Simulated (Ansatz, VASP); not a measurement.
One calculation of As, two programs

INCAR

```
PREC = Accurate
ENCUT = 510
EDIFF = 1E-6
ISMEAR = -1
SIGMA = 0.23
LREAL = F
LASPH = T
NELM = 120
ALGO = Normal
ISIF = 2
LWAVE = F
LCHARG = T
GGA = PE
LELF = T
LVHAR = T
NBANDS = 22
GGA_COMPAT = F
```

The input KPOINTS:

```
regular mesh
0
Gamma
  6 6 6
```

The input POSCAR:

```
As
1.0
    1.8797494575      1.0852738553      3.4857700000
   -1.8797494575      1.0852738553      3.4857700000
    0.0000000000     -2.1705477106      3.4857700000
As
2
Direct
    0.2275400000      0.2275400000      0.2275400000
    0.7724600000      0.7724600000      0.7724600000
```

Input for Ansatz:

```yaml
crystal:
  lattice:
    - [1.8797494575, 1.0852738553, 3.48577]
    - [-1.8797494575, 1.0852738553, 3.48577]
    - [0.0, -2.1705477106, 3.48577]
  atoms:
    - { symbol: As, position: [0.22754, 0.22754, 0.22754] }
    - { symbol: As, position: [0.77246, 0.77246, 0.77246] }
basis:
  ecutwfc: 440
kpoints:
  mp_grid: { grid: [6, 6, 6] }
hamiltonian:
  xc: pbe
scf:
  occupations: { method: fermi_dirac, width: 0.23 }
output:
  forces: true
  stress: true
  eigenvalues: true
```

Alike in both runs: task single point; functional PBE; k mesh 6 × 6 × 6; occupations fermi-dirac, width 0.23 eV; no spin polarisation.

|  | VASP | Ansatz |
| --- | --- | --- |
| version | VASP 6.6.1 | Ansatz 0.2.0 |
| potentials or method | VASP PAW PBE potentials, release 64 (As_d), cutoff 510 eV | scalar-relativistic, plane waves, PAW |
| valence electrons in the cell | 30 | 30 |

VASP gave:

| Quantity | Value |
| --- | --- |
| gap on the k mesh at the Fermi level (eV) | none |
| pressure (GPa) | 3.5 |
| traceless stress, the component that is largest in VASP (GPa) | -0.70 |
| rms of the force components (eV/Å) | 0.108 |

Problem. Which values does Ansatz return?

Solution. gap on the k mesh at the Fermi level (eV): none; pressure (GPa): 3.4; traceless stress, the component that is largest in VASP (GPa): -0.68; rms of the force components (eV/Å): 0.100.

Atom by atom the forces differ by 0.008 eV/Å (rms over components). A gap of «none» marks a metal or a gap that the smearing closes. With one functional, cell and mesh, what is left measures potentials, basis and numerics.
